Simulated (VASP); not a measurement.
Runs of VASP 6.6.1 on Cd. The structure is that of space group Fm-3m (No. 225), or close to it. The cells are those of the table. This isn't the form of Cd at room conditions, which is hcp.

| task | cell | k mesh | cutoff (eV) | gap on the mesh (eV) | pressure (GPa) |
| --- | --- | --- | --- | --- | --- |
| relaxation of cell and atoms | relaxed to 35 GPa from a = 2.799 Å, angles 60.0°, 1 atom | 17 × 17 × 17 | 600 | none | 35.0 |
| single point | a = 3.045 Å, angles 60.0°, 1 atom | 16 × 16 × 16 | 520 | none | 0.6 |
| single point | a = 2.801 Å, angles 60.0°, 1 atom | 17 × 17 × 17 | 520 | none | 37.2 |
| single point | a = 2.799 Å, angles 60.0°, 1 atom | 17 × 17 × 17 | 520 | none | 37.7 |
| single point | a = 2.802 Å, angles 60.0°, 1 atom | 17 × 17 × 17 | 520 | none | (a) |

Alike in all rows: level LDA; potentials or basis VASP PAW LDA potentials, release 64 (Cd); no spin polarisation; smearing fermi-dirac 0.08 eV.

Fill in the values left out.

(a) 37.1.

Caveats: the cell stands under pressure (at least some runs); the cell is relaxed towards a set pressure, so the run minimises the enthalpy, not the energy (at least some runs).

A k mesh can miss the band edges, and the runs leave out spin-orbit coupling on Cd.

A gap of «none» marks levels without a gap at the run's occupations.
